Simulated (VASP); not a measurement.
# CrCuO2 (R-3m) in VASP: single point with PBE

Aim: the single point of CrCuO2 with PBE.

Everything below comes from runs of VASP 6.6.1. Logs are shortened: lines on timing, memory, paths and dates and some standing lists are left out, and cuts for length are marked.

## 1. The cell of the first run

It takes space group R-3m (No. 166, trigonal). Conventional cell: a = 3.013 Å, b = 3.013 Å, c = 17.113 Å, α = 90.00°, β = 90.00°, γ = 120.00°. Within 2.7 Å of Cr (site symmetry -3m) lie 6 O at 2.00 Å. Cu (site symmetry -3m) has 2 O at 1.86 Å within 2.5 Å. Within 2.5 Å of O (site symmetry 3m) lie 1 Cu at 1.86 Å and 3 Cr at 2.00 Å.

## 2. Single point, PBE

Input file INCAR:

```
ALGO = Normal
EDIFF = 1E-6
ENCUT = 600
GGA = PE
GGA_COMPAT = F
ISIF = 2
ISMEAR = 0
LASPH = T
LCHARG = F
LREAL = F
LWAVE = F
NBANDS = 26
NELM = 120
PREC = Accurate
SIGMA = 0.05
```

Input file KPOINTS:

```
k-points
0
Gamma
  14 14 14
```

Input file POSCAR:

```
CrCuO2
1.0
    1.5062681718      0.8696443345      5.7042188732
   -1.5062681718      0.8696443345      5.7042188732
    0.0000000000     -1.7392886689      5.7042188732
Cr Cu O
1 1 2
Direct
    0.5000000000      0.5000000000      0.5000000000
    0.0000000000      0.0000000000      0.0000000000
    0.1084328762      0.1084328762      0.1084328762
    0.8915671238      0.8915671238      0.8915671238
```

Potentials or basis: VASP PAW PBE potentials, release 64 (Cr_pv, Cu, O).

Run with:

```console
> cat potpaw_PBE.64/Cr_pv/POTCAR potpaw_PBE.64/Cu/POTCAR potpaw_PBE.64/O/POTCAR > POTCAR
> mpirun -np 1 vasp_std > vasp.out
```

OUTCAR:

```text
EDIFF = 1E-6
   ENCUT = 600
   GGA = PE
   ISIF = 2
   ISMEAR = 0
   LASPH = T
   LREAL = F
   NELM = 120
   PREC = Accurate

 ion  position               nearest neighbor table
   1  0.500  0.500  0.500-   3 2.00   3 2.00   4 2.00   4 2.00   3 2.00   4 2.00
   2  0.000  0.000  0.000-   3 1.86   4 1.86
   3  0.108  0.108  0.108-   2 1.86   1 2.00   1 2.00   1 2.00
   4  0.892  0.892  0.892-   2 1.86   1 2.00   1 2.00   1 2.00

  LATTYP: Found a trigonal (rhomboedric) cell.
 ALAT       =     5.9634921000
 COS(alpha) =     0.8724051053

  Lattice vectors:

 A1 = (   1.5062681718,   0.8696443345,   5.7042188732)
 A2 = (  -1.5062681718,   0.8696443345,   5.7042188732)
 A3 = (   0.0000000000,  -1.7392886689,   5.7042188732)

Analysis of symmetry for initial positions (statically):
=====================================================================
 Subroutine PRICEL returns:
 Original cell was already a primitive cell.

 Routine SETGRP: Setting up the symmetry group for a
 trigonal (rhombohedral) supercell.

 Subroutine GETGRP returns: Found 12 space group operations
 (whereof 12 operations were pure point group operations)
 out of a pool of 12 trial point group operations.

The static configuration has the point symmetry D_3d.

Analysis of symmetry for dynamics (positions and initial velocities):
=====================================================================
 Subroutine PRICEL returns:
 Original cell was already a primitive cell.

 Routine SETGRP: Setting up the symmetry group for a
 trigonal (rhombohedral) supercell.

 Subroutine GETGRP returns: Found 12 space group operations
 (whereof 12 operations were pure point group operations)
 out of a pool of 12 trial point group operations.

The dynamic configuration has the point symmetry D_3d.

 Subroutine INISYM returns: Found 12 space group operations
 (whereof 12 operations are pure point group operations),
 and found     1 'primitive' translations

----------------------------------------------------------------------------------------

                                     Primitive cell

  volume of cell :      44.8323

  direct lattice vectors                    reciprocal lattice vectors
     1.506268172  0.869644335  5.704218873     0.331946203  0.191649230  0.058436280
[... 86 lines left out ...]
   LSORBIT =      F    spin-orbit coupling
   LASPH  =      T    aspherical Exc in radial PAW
   ENCUT  =  600.0 eV  44.10 Ry    6.64 a.u.  11.91 11.91 11.91*2*pi/ulx,y,z
   NELM   =    120;   NELMIN=  2; NELMDL= -5     # of ELM steps
   EDIFF  = 0.1E-05   stopping-criterion for ELM
   LREAL  =      F    real-space projection
   EDIFFG = 0.1E-04   stopping-criterion for IOM
   NSW    =      0    number of steps for IOM
   IBRION =     -1    ionic relax: 0-MD 1-quasi-New 2-CG
   NFREE  =      0    steps in history (QN), initial steepest desc. (CG)
   ISIF   =      2    stress and relaxation
   ISYM   =      2    0-nonsym 1-usesym 2-fastsym
   POTIM  = 0.5000    time-step for ionic-motion
   TEBEG  =    0.0;   TEEND  =   0.0 temperature during run
   PSTRESS=    0.0 pullay stress
   NELECT =      35.0000    total number of electrons
   NUPDOWN=      -1.0000    fix difference up-down
   EMIN   =  10.00;   EMAX   =-10.00  energy-range for DOS
   EFERMI =   0.00;   METHOD = LEGACY
   ISMEAR =     0;   SIGMA  =   0.05  broadening in eV -4-tet -1-fermi 0-gaus
   EFERMI_NEDOS =   21; number of points for ismear=-14 and -15
   IALGO  =     38    algorithm
   IMIX   =      4    mixing-type and parameters
     AMIX     =   0.40;   BMIX     =  1.00
     AMIX_MAG =   1.60;   BMIX_MAG =  1.00
  volume/ion in A,a.u.               =      11.21        75.64
  Fermi-wavevector in a.u.,A,eV,Ry     =   1.507418  2.848607 30.916643  2.272309
  Thomas-Fermi vector in A             =   2.618007
   LORBIT       =      0    0 simple, 1 ext, 2 COOP (PROOUT), +10 PAW based schemes
   GGA     = PE    functional components
   LHFCALC =     F    Hartree Fock is set to
   AEXX    =    0.0000 exact exchange contribution
   IVDW    =     0    specifies the selected vdW correction
   LEPSILON=     F    determine dielectric tensor
   LRPA    =     F    only Hartree local field effects (RPA)
 non-spin polarized calculation
 Gauss-broadening in eV      SIGMA  =   0.05
  energy-cutoff  :      600.00
  volume of cell :       44.83
 maximum number of plane-waves:      1520
   NGX = 23   NGY = 23   NGZ = 23

 number of electron      34.9999995 magnetization

 Free energy of the ion-electron system (eV)
  ---------------------------------------------------
  ext. energy  EPLUGINS =         0.00000000
  ---------------------------------------------------
  free energy    TOTEN  =       -27.46954171 eV

  energy without entropy =      -27.46091921  energy(sigma->0) =      -27.46523046

 E-fermi :   6.2269     XC(G=0): -11.4983

 val. band max:        6.2248552196   @ k =  -0.4286   0.2857   0.2143
 cond. band min:       6.2291919423   @ k =   0.2143   0.1429   0.1429
 fundamental gap:      0.0043367227
 Fermi energy:         6.2269469723

 k-point     1 :       0.0000    0.0000    0.0000
  band No.  band energies     occupation
      1     -37.7133      2.00000
      2     -37.7133      2.00000
      3     -37.5090      2.00000
      4     -14.4858      2.00000
      5     -13.0265      2.00000
      6      -2.2566      2.00000
[... 685 lines left out ...]
     25      15.8237      0.00000
     26      16.8328      0.00000

 [... further k-points ...]

------------------------ aborting loop because EDIFF is reached ----------------------------------------

  FORCE on cell =-STRESS in cart. coord.  units (eV):
  Direction    XX          YY          ZZ          XY          YZ          ZX
  --------------------------------------------------------------------------------------
  -------------------------------------------------------------------------------------
  Total       -3.5216227     -3.5216227      1.3334827      0.0000000      0.0000000      0.0000000
  in kB     -125.8525449   -125.8525449     47.6547892      0.0000000      0.0000000      0.0000000
  external PRESSURE =     -68.0167669 kB  Pullay stress =       0.0000000 kB

 VOLUME and BASIS-vectors are now :
 -----------------------------------------------------------------------------
  energy-cutoff  :      600.00
  volume of cell :       44.83
      direct lattice vectors                 reciprocal lattice vectors
     1.506268172  0.869644335  5.704218873     0.331946203  0.191649230  0.058436280
    -1.506268172  0.869644335  5.704218873    -0.331946203  0.191649230  0.058436280
     0.000000000 -1.739288669  5.704218873     0.000000000 -0.383298459  0.058436280

 POSITION                                       TOTAL-FORCE (eV/Angst)
 -----------------------------------------------------------------------------------
      0.00000      0.00000      8.55633         0.000000     -0.000000     -0.000000
      0.00000      0.00000      0.00000        -0.000000      0.000000     -0.000000
      0.00000      0.00000      1.85557        -0.000000     -0.000000     -0.321876
      0.00000      0.00000     15.25708        -0.000000      0.000000      0.321876
 -----------------------------------------------------------------------------------
    total drift:                               -0.000000     -0.000000      0.000000

  FREE ENERGIE OF THE ION-ELECTRON SYSTEM (eV)
  ---------------------------------------------------
  free  energy   TOTEN  =       -27.4695417132 eV

  energy  without entropy=      -27.4609192054  energy(sigma->0) =      -27.46523046
```

OSZICAR:

```text
N       E                     dE             d eps       ncg     rms          rms(c)
DAV:   1     0.377718074007E+03    0.37772E+03   -0.20010E+04 15800   0.199E+03
DAV:   2     0.547900197352E+01   -0.37224E+03   -0.34868E+03 15418   0.451E+02
DAV:   3    -0.330934402997E+02   -0.38572E+02   -0.37113E+02 18406   0.153E+02
DAV:   4    -0.343593984787E+02   -0.12660E+01   -0.12600E+01 17970   0.286E+01
DAV:   5    -0.344085569191E+02   -0.49158E-01   -0.49099E-01 22026   0.554E+00    0.226E+01
DAV:   6    -0.306422849763E+02    0.37663E+01   -0.43951E+01 19940   0.999E+01    0.183E+01
DAV:   7    -0.283920498884E+02    0.22502E+01   -0.24999E+01 20438   0.644E+01    0.976E+00
DAV:   8    -0.276309506153E+02    0.76110E+00   -0.54442E+00 21848   0.350E+01    0.498E+00
DAV:   9    -0.275026433948E+02    0.12831E+00   -0.66963E-01 21458   0.130E+01    0.200E+00
DAV:  10    -0.274695032911E+02    0.33140E-01   -0.15612E-01 21106   0.498E+00    0.456E-01
DAV:  11    -0.274695814645E+02   -0.78173E-04   -0.10933E-02 20982   0.101E+00    0.153E-01
DAV:  12    -0.274695911440E+02   -0.96795E-05   -0.10766E-03 21338   0.654E-01    0.122E-01
DAV:  13    -0.274695477254E+02    0.43419E-04   -0.50342E-04 20748   0.342E-01    0.190E-02
DAV:  14    -0.274695422864E+02    0.54390E-05   -0.22120E-05 22912   0.728E-02    0.123E-02
DAV:  15    -0.274695417132E+02    0.57316E-06   -0.79252E-06 16354   0.212E-02
   1 F= -.27469542E+02 E0= -.27465230E+02  d E =-.862251E-02
```

stdout:

```text
POSCAR found type information on POSCAR CrCuO
 POSCAR found :  3 types and       4 ions
 scaLAPACK will be used
 LDA part: xc-table for (Slater+PW92), standard interpolation
 POSCAR, INCAR and KPOINTS ok, starting setup
 FFT: planning ... GRIDC
 FFT: planning ... GRID_SOFT
 FFT: planning ... GRID
 WAVECAR not read
 entering main loop
```

Run time: 8 min. Hardware: 1 thread of Intel Xeon 6975P-C (Granite Rapids), shared host; peak memory 0.64 GiB.

Results:

```yaml
Free_energy: -27.4695 eV
Pressure: -6.8 GPa
Largest_force: 0.322 eV/Å
Band_gap_on_the_k_mesh: zero (an odd number of electrons rules out a gap without spin polarisation)
```

Forces in eV/Å, atoms in the order of the input:
```
Cr   0.000  0.000  0.000
Cu   0.000  0.000  0.000
O    0.000  0.000 -0.322
O    0.000  0.000  0.322
```

Stress tensor (GPa, compression positive):
```
-12.59   0.00   0.00
  0.00 -12.59   0.00
  0.00   0.00   4.77
```

Caveat: the cell stands under tension; an odd number of electrons without spin polarisation forces a metal; a magnetic or distorted state may lie lower; the run has no spin polarisation, though such a crystal can be magnetic; semilocal functionals often make such compounds metallic where correlation or magnetic order opens a gap, which also shifts bond lengths. Spin polarisation is off, so any magnetic state and its effect on volume and gap are missing.
